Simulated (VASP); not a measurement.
A run of VASP 6.6.1 is set up as follows.

The input INCAR:

```
PREC     = Accurate       # precision mode
ENCUT    = 450            # plane-wave cutoff, eV
EDIFF    = 1E-7           # SCF threshold, eV
ISMEAR   = 0              # smearing method
SIGMA    = 0.1            # smearing width, eV
LREAL    = False          # projectors in reciprocal space
LASPH    = True           # aspherical terms in the spheres
NELM     = 120            # most SCF steps
ALGO     = Normal         # electronic algorithm
ISIF     = 2              # what is computed and relaxed
LWAVE    = False          # write WAVECAR
LCHARG   = False          # write CHGCAR
GGA      = PE             # functional
IBRION   = 2              # ionic algorithm
NSW      = 60             # ionic steps
EDIFFG   = -0.008         # ionic threshold
GGA_COMPAT= False        
NELMIN   = 4            
LUSENCCL = False
```

File KPOINTS:

```
regular mesh
0
Gamma
  24 24 12
```

POSCAR

```
Ti
1.0
    2.9384580613      0.0000000000      0.0000000000
   -1.4692290307      2.5447793291      0.0000000000
    0.2790380408      0.0000000000      4.6506340141
Ti
2
Direct
    0.3333333333      0.6666666667      0.2500000000
    0.6666666666      0.3333333333      0.7500000000
```

Potentials or basis: VASP PAW PBE potentials, release 64 (Ti_sv).

The run is started by

```sh
$ cat potpaw_PBE.64/Ti_sv/POTCAR > POTCAR
$ mpirun -np 1 vasp_std > vasp.out
```

Task: Estimate the band gap on the k mesh.

Result: Zero (bands 12 and 13 overlap by 1.18 eV).

Stress tensor (GPa, compression positive):
```
-0.58  0.00 -2.51
 0.00 -0.81  0.00
-2.51  0.00 -0.56
```

Caveat: the cell differs from its parent crystal (shear of c along a, cell held: +6.0 %); the relaxation stopped at its first step, so nothing moved.
